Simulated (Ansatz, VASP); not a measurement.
## One calculation of NaCu, two programs

```
Na Cu
1.0
     3.25201    0.00000    0.00000
     0.00000    3.25201    0.00000
     0.00000    0.00000    3.25201
Na Cu
1 1
Direct
  0.00000 0.00000 0.00000
  0.50000 0.50000 0.50000
```

Alike in both runs: task single point; functional r2SCAN; k mesh 6 × 6 × 6; occupations gaussian, width 0.1 eV; no spin polarisation.

|  | VASP | Ansatz |
| --- | --- | --- |
| version | VASP 6.6.1 | Ansatz 0.2.0 |
| potentials or method | VASP PAW PBE potentials, release 64 (Na_pv, Cu), cutoff 660 eV | scalar-relativistic, plane waves, PAW |
| valence electrons in the cell | 18 | 28 |

Ansatz gave:

| Property | Result |
| --- | --- |
| gap on the k mesh at the Fermi level (eV) | none |
| pressure (GPa) | 3.7 |

What did VASP give for the same quantities?

gap on the k mesh at the Fermi level (eV): none; pressure (GPa): 3.5.

VASP's potentials were made for PBE, not for r2SCAN. A gap of «none» marks a metal or a gap that the smearing closes. VASP's potentials hold 18 valence electrons a cell and Ansatz's 28, so a difference there can come from the potentials and not from the codes.
